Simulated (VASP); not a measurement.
Input of a VASP 6.6.1 run:

The input INCAR:

```
SYSTEM = Al
PREC = Accurate
ENCUT = 520
EDIFF = 1E-6
ISMEAR = 0
SIGMA = 0.1
LREAL = .False.
LASPH = .True.
NELM = 60
ALGO = Fast
ISIF = 2
LWAVE = .False.
LCHARG = .True.
LDIPOL = .True.
IDIPOL = 3
DIPOL = 0.5 0.5 0.652
GGA = PE
LELF = .True.
LVHAR = .True.
LVACPOTAV = .True.
NBANDS = 30
```

KPOINTS

```
regular mesh
0
Gamma
  7 6 1
  0 0 0
```

POSCAR

```
Al
1.0
    5.2931304608      0.0000000000      0.0000000000
    0.0000000000      5.6802178802      0.0000000000
    0.0000000000      0.0000000000     28.4770942347
Al
12
Direct
    0.3754402169      0.8038141738      0.5576128114
    0.8739542726      0.7021764185      0.5836332018
    0.3727818851      0.3283834867      0.5836251630
    0.8743711670      0.2271063329      0.5576728438
    0.1723083528      0.5856926528      0.6575376811
    0.5948151359      0.9591919307      0.6441977333
    0.0948088325      0.0692696946      0.6440555977
    0.6725077753      0.4426592711      0.6573855425
    0.8519300616      0.6436666525      0.7388393000
    0.3352869010      0.8936636356      0.7307999212
    0.8357070118      0.1333824277      0.7307337203
    0.3531231231      0.3834574015      0.7387957891
```

Potentials or basis: VASP PAW PBE potentials, release 64 (Al).

The run is started by

```bash
$ cat potpaw_PBE.64/Al/POTCAR > POTCAR
$ mpirun -np 1 vasp_std > vasp.out
```

Estimate the work function of the lower face.

4.00 eV.

What does it give for the largest force?

0.588 eV/Å.

Estimate the band gap on the k mesh.

zero (bands 18 and 19 overlap by 0.94 eV).

Estimate the work function of the upper face.

4.03 eV.

Forces on the atoms (eV/Å):
```
Al  -0.123  0.295  0.463
Al   0.092  0.210 -0.534
Al   0.094 -0.218 -0.538
Al  -0.130 -0.296  0.463
Al   0.040  0.083 -0.035
Al  -0.022  0.088  0.169
Al  -0.017 -0.086  0.172
Al   0.043 -0.081 -0.034
Al  -0.037 -0.110 -0.064
Al   0.053 -0.103  0.002
Al   0.051  0.110  0.000
Al  -0.043  0.108 -0.064
```
